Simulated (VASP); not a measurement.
# Gd (P6_3/mmc) in VASP: a series of runs

Gd is run at these levels: LDA; tasks: single point.

Program: VASP 6.6.1. These are calculated values, not measurements. Logs are shortened: lines on timing, memory, paths and dates and some standing lists are left out, and cuts for length are marked.

### Step 1. The cell of the first run

The structure is hexagonal, space group P6_3/mmc (No. 194). The conventional cell has a = 3.484 Å, b = 3.484 Å, c = 5.587 Å, α = 90.00°, β = 90.00°, γ = 120.00°. Gd (site symmetry -6m2) has 12 Gd at 3.44 to 3.48 Å within 4.5 Å.

### Step 2. Single point, LDA, collinear spin, ferromagnetic start

Contents of INCAR:

```
PREC = Accurate
ENCUT = 520
EDIFF = 1E-6
ISMEAR = -1
SIGMA = 0.05
LREAL = F
LASPH = T
NELM = 150
ALGO = Normal
ISIF = 2
LWAVE = F
LCHARG = F
ISPIN = 2
MAGMOM = 7.214 7.214
LORBIT = 11
LMAXMIX = 6
GGA = CA
NBANDS = 29
```

Contents of KPOINTS:

```
Automatic mesh
0
Gamma
  10 10 6
```

Contents of POSCAR:

```
Gd
1.0
    3.4841536640      0.0000000000      0.0000000000
   -1.7420768320      3.0173655837      0.0000000000
    0.0000000000      0.0000000000      5.5867162136
Gd
2
Direct
    0.3333333333      0.6666666667      0.2500000000
    0.6666666667      0.3333333333      0.7500000000
```

Potentials or basis: VASP PAW PBE potentials, release 64 (Gd).

Command:

```console
cat potpaw_PBE.64/Gd/POTCAR > POTCAR
mpirun -np 1 vasp_std > vasp.out
```

OUTCAR:

```text
PREC = Accurate
   ENCUT = 520
   EDIFF = 1E-6
   ISMEAR = -1
   LREAL = F
   LASPH = T
   NELM = 150
   ISIF = 2
   ISPIN = 2
   LORBIT = 11
   GGA = CA

 ion  position               nearest neighbor table
   1  0.333  0.667  0.250-   2 3.44   2 3.44   2 3.44   2 3.44   2 3.44   2 3.44
   2  0.667  0.333  0.750-   1 3.44   1 3.44   1 3.44   1 3.44   1 3.44   1 3.44

  LATTYP: Found a hexagonal cell.
 ALAT       =     3.4841536640
 C/A-ratio  =     1.6034643567

  Lattice vectors:

 A1 = (   3.4841536640,   0.0000000000,   0.0000000000)
 A2 = (  -1.7420768320,   3.0173655837,   0.0000000000)
 A3 = (   0.0000000000,   0.0000000000,   5.5867162136)

Analysis of symmetry for initial positions (statically):
=====================================================================
 Subroutine PRICEL returns:
 Original cell was already a primitive cell.

 Routine SETGRP: Setting up the symmetry group for a
 hexagonal supercell.

 Subroutine GETGRP returns: Found 24 space group operations
 (whereof 12 operations were pure point group operations)
 out of a pool of 24 trial point group operations.

The static configuration has the point symmetry D_3d.
 The point group associated with its full space group is D_6h.

Analysis of symmetry for dynamics (positions and initial velocities):
=====================================================================
 Subroutine PRICEL returns:
 Original cell was already a primitive cell.

 Routine SETGRP: Setting up the symmetry group for a
 hexagonal supercell.

 Subroutine GETGRP returns: Found 24 space group operations
 (whereof 12 operations were pure point group operations)
 out of a pool of 24 trial point group operations.

The dynamic configuration has the point symmetry D_3d.
 The point group associated with its full space group is D_6h.

Analysis of structural, dynamic, and magnetic symmetry:
=====================================================================
 Subroutine PRICEL returns:
 Original cell was already a primitive cell.

 Routine SETGRP: Setting up the symmetry group for a
 hexagonal supercell.

 Subroutine GETGRP returns: Found 24 space group operations
 (whereof 12 operations were pure point group operations)
 out of a pool of 24 trial point group operations.

The overall configuration has the point symmetry D_3d.
 The point group associated with its full space group is D_6h.

 Subroutine INISYM returns: Found 24 space group operations
 (whereof 12 operations are pure point group operations),
 and found     1 'primitive' translations

----------------------------------------------------------------------------------------

                                     Primitive cell

  volume of cell :      58.7330

  direct lattice vectors                    reciprocal lattice vectors
     3.484153664  0.000000000  0.000000000     0.287013748  0.165707464  0.000000000
    -1.742076832  3.017365584  0.000000000     0.000000000  0.331414929  0.000000000
     0.000000000  0.000000000  5.586716214     0.000000000  0.000000000  0.178996026

  length of vectors
     3.484153664  3.484153664  5.586716214     0.331414929  0.331414929  0.178996026

  position of ions in fractional coordinates (direct lattice)
     0.333333333  0.666666667  0.250000000
     0.666666667  0.333333333  0.750000000

  ion indices of the primitive-cell ions
   primitive index   ion index
                 1           1
                 2           2

----------------------------------------------------------------------------------------

 KPOINTS: Automatic mesh

Automatic generation of k-mesh.
 Grid dimensions read from file:
 generate k-points for:   10   10    6

 Generating k-lattice:

  Cartesian coordinates                     Fractional coordinates (reciprocal lattice)
     0.028701375  0.016570746  0.000000000     0.100000000  0.000000000  0.000000000
     0.000000000  0.033141493  0.000000000     0.000000000  0.100000000  0.000000000
     0.000000000  0.000000000  0.029832671     0.000000000  0.000000000  0.166666667

  Length of vectors
     0.033141493  0.033141493  0.029832671

  Shift w.r.t. Gamma in fractional coordinates (k-lattice)
     0.000000000  0.000000000  0.000000000

 Subroutine IBZKPT returns following result:
 ===========================================

 Found     56 irreducible k-points:

 Following reciprocal coordinates:
            Coordinates               Weight
  0.000000  0.000000  0.000000      1.000000
  0.100000  0.000000  0.000000      6.000000
  0.200000  0.000000  0.000000      6.000000
  0.300000  0.000000  0.000000      6.000000
  0.400000  0.000000  0.000000      6.000000
  0.500000  0.000000  0.000000      3.000000
[... 16 lines left out ...]
  0.300000  0.100000  0.166667     24.000000
  0.400000  0.100000  0.166667     24.000000
 [... further k-points ...]
   k-points           NKPTS =     56   k-points in BZ     NKDIM =     56   number of bands    NBANDS=     29
   number of dos      NEDOS =    301   number of ions     NIONS =      2
   total plane-waves  NPLWV =  32928
   dimension x,y,z NGX =    28 NGY =   28 NGZ =   42
   dimension x,y,z NGXF=    56 NGYF=   56 NGZF=   84
   ions per type =               2
   NGX,Y,Z   is equivalent  to a cutoff of  13.36, 13.36, 12.50 a.u.
   NGXF,Y,Z  is equivalent  to a cutoff of  26.72, 26.72, 25.00 a.u.
 SYSTEM =  unknown system
   PREC   = accura    normal or accurate (medium, high low for compatibility)
   ISTART =      0    job   : 0-new  1-cont  2-samecut
   ICHARG =      2    charge: 1-file 2-atom 10-const
   ISPIN  =      2    spin polarized calculation?
   LNONCOLLINEAR =      F non collinear calculations
   LSORBIT =      F    spin-orbit coupling
   LASPH  =      T    aspherical Exc in radial PAW
   ENCUT  =  520.0 eV  38.22 Ry    6.18 a.u.   6.48  6.48 10.39*2*pi/ulx,y,z
   NELM   =    150;   NELMIN=  2; NELMDL= -5     # of ELM steps
   EDIFF  = 0.1E-05   stopping-criterion for ELM
   LREAL  =      F    real-space projection
[... 7 lines left out ...]
   TEBEG  =    0.0;   TEEND  =   0.0 temperature during run
   PSTRESS=    0.0 pullay stress
   NELECT =      36.0000    total number of electrons
   NUPDOWN=      -1.0000    fix difference up-down
   EMIN   =  10.00;   EMAX   =-10.00  energy-range for DOS
   EFERMI =   0.00;   METHOD = LEGACY
   ISMEAR =    -1;   SIGMA  =   0.05  broadening in eV -4-tet -1-fermi 0-gaus
   EFERMI_NEDOS =   21; number of points for ismear=-14 and -15
   IALGO  =     38    algorithm
   IMIX   =      4    mixing-type and parameters
     AMIX     =   0.40;   BMIX     =  1.00
     AMIX_MAG =   1.60;   BMIX_MAG =  1.00
  volume/ion in A,a.u.               =      29.37       198.17
  Fermi-wavevector in a.u.,A,eV,Ry     =   1.390641  2.627931 26.312070  1.933883
  Thomas-Fermi vector in A             =   2.514557
   LORBIT       =     11    0 simple, 1 ext, 2 COOP (PROOUT), +10 PAW based schemes
   GGA     = CA    functional components
   LHFCALC =     F    Hartree Fock is set to
   AEXX    =    0.0000 exact exchange contribution
   IVDW    =     0    specifies the selected vdW correction
   LEPSILON=     F    determine dielectric tensor
   LRPA    =     F    only Hartree local field effects (RPA)
 spin polarized calculation
  energy-cutoff  :      520.00
  volume of cell :       58.73
 maximum number of plane-waves:      1605
 NGX is ok and might be reduce to    28
   NGX = 13   NGY = 13   NGZ = 21

 number of electron      35.9999989 magnetization      14.6366936

 Free energy of the ion-electron system (eV)
  ---------------------------------------------------
  ext. energy  EPLUGINS =         0.00000000
  ---------------------------------------------------
  free energy    TOTEN  =       -23.35523820 eV

  energy without entropy =      -23.31620365  energy(sigma->0) =      -23.33572092

 E-fermi :   3.2232     XC(G=0): -10.7983

 val. band max:        3.2196490627   @ k =   0.4000   0.2000   0.0000
 cond. band min:       3.2302724293   @ k =   0.2000   0.0000   0.1667
 fundamental gap:      0.0106233666
 Fermi energy:         3.2231829900

 spin component 1

 k-point     1 :       0.0000    0.0000    0.0000
  band No.  band energies     occupation
      1     -41.3488      1.00000
      2     -41.2312      1.00000
      3     -19.4865      1.00000
      4     -18.5816      1.00000
      5     -18.5816      1.00000
      6     -18.4319      1.00000
[... 21 lines left out ...]
     28       5.0033      0.00000
     29       5.4559      0.00000
[... 705 lines left out ...]
 k-point    24 :       0.4000    0.1000    0.1667
  band No.  band energies     occupation
      1     -41.2396      1.00000
      2     -41.2060      1.00000
      3     -19.3579      1.00000
      4     -19.1989      1.00000
      5     -18.9530      1.00000
      6     -18.8191      1.00000
[... 21 lines left out ...]
     28       4.9712      0.00000
     29       5.3149      0.00000

 [... further k-points ...]

 spin component 2

 k-point     1 :       0.0000    0.0000    0.0000
  band No.  band energies     occupation
      1     -38.4744      1.00000
      2     -38.3298      1.00000
      3     -17.4718      1.00000
      4     -16.3825      1.00000
      5     -16.3825      1.00000
      6     -16.2073      1.00000
[... 21 lines left out ...]
     28       5.9528      0.00000
     29       6.4845      0.00000
[... 705 lines left out ...]
 k-point    24 :       0.4000    0.1000    0.1667
  band No.  band energies     occupation
      1     -38.3398      1.00000
      2     -38.2986      1.00000
      3     -17.3188      1.00000
      4     -17.1265      1.00000
      5     -16.8329      1.00000
      6     -16.6688      1.00000
[... 21 lines left out ...]
     28       5.9981      0.00000
     29       6.3087      0.00000

 [... further k-points ...]

------------------------ aborting loop because EDIFF is reached ----------------------------------------

  FORCE on cell =-STRESS in cart. coord.  units (eV):
  Direction    XX          YY          ZZ          XY          YZ          ZX
  --------------------------------------------------------------------------------------
  -------------------------------------------------------------------------------------
  Total       -0.0314687     -0.0314687     -0.0307541      0.0000000      0.0000000      0.0000000
  in kB       -0.8584340     -0.8584340     -0.8389413      0.0000000      0.0000000      0.0000000
  external PRESSURE =      -0.8519364 kB  Pullay stress =       0.0000000 kB

 VOLUME and BASIS-vectors are now :
 -----------------------------------------------------------------------------
  energy-cutoff  :      520.00
  volume of cell :       58.73
      direct lattice vectors                 reciprocal lattice vectors
     3.484153664  0.000000000  0.000000000     0.287013748  0.165707464  0.000000000
    -1.742076832  3.017365584  0.000000000     0.000000000  0.331414929  0.000000000
     0.000000000  0.000000000  5.586716214     0.000000000  0.000000000  0.178996026

 POSITION                                       TOTAL-FORCE (eV/Angst)
 -----------------------------------------------------------------------------------
     -0.00000      2.01158      1.39668         0.000000      0.000000      0.000000
      1.74208      1.00579      4.19004         0.000000     -0.000000      0.000000
 -----------------------------------------------------------------------------------
    total drift:                                0.000000     -0.000000      0.000000

  FREE ENERGIE OF THE ION-ELECTRON SYSTEM (eV)
  ---------------------------------------------------
  free  energy   TOTEN  =       -23.3552381977 eV

  energy  without entropy=      -23.3162036474  energy(sigma->0) =      -23.33572092

 total charge

# of ion       s       p       d       f       tot
--------------------------------------------------
    1        2.079   5.521   0.635   7.019  15.254
    2        2.079   5.521   0.635   7.019  15.254
--------------------------------------------------
tot          4.159  11.042   1.271  14.038  30.509

 magnetization (x)

# of ion       s       p       d       f       tot
--------------------------------------------------
    1        0.006  -0.036   0.162   6.756   6.888
    2        0.006  -0.036   0.162   6.756   6.888
--------------------------------------------------
tot          0.012  -0.072   0.325  13.511  13.776
```

Run time: 3.2 min. Hardware: 1 thread of Intel Xeon 6975P-C (Granite Rapids), shared host; peak memory 0.27 GiB.

What came out:

| Quantity | Value |
| --- | --- |
| Free energy | -23.3552 eV |
| Pressure | -0.1 GPa |
| Net moment | 14.64 μB per cell |
| Site moments | Gd +6.89 μB |
| Valence electrons inside the program's atomic spheres | Gd 15.25 |

Caveat: the PAW data sets were made with another functional, which shifts forces and pressure a little; spin-orbit coupling is left out, which moves the levels of the heavy elements; semilocal functionals describe open f shells poorly, which spoils levels, moments and volumes. The state reached can hang on the start; a lower one may exist.

### Step 3. Single point, LDA, collinear spin, ferromagnetic start (29.37 Å³/atom)

Contents of INCAR:

```
SYSTEM = Gd
PREC = Accurate
ENCUT = 520
EDIFF = 1E-6
ISMEAR = -1
SIGMA = 0.05
LREAL = .False.
LASPH = .True.
NELM = 150
ALGO = Normal
ISIF = 2
LWAVE = .False.
LCHARG = .True.
ISPIN = 2
MAGMOM = 7.214 7.214
LORBIT = 11
LMAXMIX = 6
GGA = CA
LELF = .True.
LVHAR = .True.
NBANDS = 29
```

Contents of KPOINTS:

```
Automatic mesh
0
Gamma
  14 14 8
  0 0 0
```

Contents of POSCAR:

```
Gd
1.0
    3.4841536656      0.0000000000      0.0000000000
   -1.7420768328      3.0173655851      0.0000000000
    0.0000000000      0.0000000000      5.5867162251
Gd
2
Direct
    0.3333333333      0.6666666667      0.2500000000
    0.6666666667      0.3333333333      0.7500000000
```

Potentials or basis: VASP PAW PBE potentials, release 64 (Gd).

Command:

```console
cat potpaw_PBE.64/Gd/POTCAR > POTCAR
mpirun -np 1 vasp_std > vasp.out
```

OUTCAR:

```text
SYSTEM = Gd
   PREC = Accurate
   ENCUT = 520
   EDIFF = 1E-6
   ISMEAR = -1
   LREAL = .False.
   LASPH = .True.
   NELM = 150
   ISIF = 2
   ISPIN = 2
   LORBIT = 11
   GGA = CA

 ion  position               nearest neighbor table
   1  0.333  0.667  0.250-   2 3.44   2 3.44   2 3.44   2 3.44   2 3.44   2 3.44
   2  0.667  0.333  0.750-   1 3.44   1 3.44   1 3.44   1 3.44   1 3.44   1 3.44

  LATTYP: Found a hexagonal cell.
[... 1759 lines left out ...]
  external PRESSURE =      -3.0659320 kB  Pullay stress =       0.0000000 kB

 VOLUME and BASIS-vectors are now :
 -----------------------------------------------------------------------------
  energy-cutoff  :      520.00
  volume of cell :       58.73
      direct lattice vectors                 reciprocal lattice vectors
     3.484153666  0.000000000  0.000000000     0.287013747  0.165707464  0.000000000
    -1.742076833  3.017365585  0.000000000     0.000000000  0.331414929  0.000000000
     0.000000000  0.000000000  5.586716225     0.000000000  0.000000000  0.178996026

 POSITION                                       TOTAL-FORCE (eV/Angst)
 -----------------------------------------------------------------------------------
     -0.00000      2.01158      1.39668         0.000000      0.000000      0.000000
      1.74208      1.00579      4.19004        -0.000000     -0.000000      0.000000
 -----------------------------------------------------------------------------------
    total drift:                               -0.000000      0.000000     -0.000000

  FREE ENERGIE OF THE ION-ELECTRON SYSTEM (eV)
  ---------------------------------------------------
  free  energy   TOTEN  =       -23.3549960347 eV

  energy  without entropy=      -23.3160041207  energy(sigma->0) =      -23.33550008

 total charge

# of ion       s       p       d       f       tot
--------------------------------------------------
    1        2.079   5.521   0.635   7.020  15.255
    2        2.079   5.521   0.635   7.020  15.255
--------------------------------------------------
tot          4.158  11.042   1.270  14.039  30.509

 magnetization (x)

# of ion       s       p       d       f       tot
--------------------------------------------------
    1        0.006  -0.036   0.160   6.754   6.884
    2        0.006  -0.036   0.160   6.754   6.884
--------------------------------------------------
tot          0.012  -0.073   0.320  13.509  13.767
```

It took 18 min on 1 thread of Intel Xeon Platinum 8259CL at 2.50GHz (Skylake/Cascade Lake), shared host; peak memory 0.4 GiB.

Results:

```yaml
Free_energy: -23.3550 eV
Pressure: -0.3 GPa
Net_moment: 14.61 μB per cell
Site_moments: Gd +6.88 μB
Valence_electrons_inside_the_program's_atomic_spheres: Gd 15.26
```

Levels at points of the mesh, in eV from the Fermi level:
Spin up:
```tsv
k point	band 23	band 24	band 25	band 26	band 27	band 28
(0.00, 0.00, 0.00)	-4.11	-2.51	1.51	1.51	1.64	1.77
(0.50, 0.00, 0.00)	-1.99	-1.92	-1.42	0.50	1.23	1.44
(0.00, 0.00, 0.50)	-3.39	-3.39	0.71	0.71	1.42	1.42
(0.50, 0.00, 0.50)	-2.26	-2.26	-0.41	-0.41	2.21	2.21
```
Spin down:
```csv
k point,band 7,band 8,band 9,band 10,band 11,band 12,band 13,band 14,band 15,band 16
"(0.00, 0.00, 0.00)",-19.44,-19.41,-4.36,-1.80,0.31,0.37,0.43,0.53,0.53,0.57
"(0.50, 0.00, 0.00)",-19.73,-19.58,-1.26,-1.24,-0.81,0.36,0.45,0.53,0.54,0.56
"(0.00, 0.00, 0.50)",-19.53,-19.53,-2.66,-2.66,0.20,0.20,0.47,0.47,0.50,0.50
"(0.50, 0.00, 0.50)",-19.74,-19.74,-1.61,-1.61,0.03,0.03,0.50,0.50,0.54,0.54
```

Caveat: the PAW data sets were made with another functional, which shifts forces and pressure a little; spin-orbit coupling is left out, which moves the levels of the heavy elements; semilocal functionals describe open f shells poorly, which spoils levels, moments and volumes. The state reached can hang on the start; a lower one may exist.
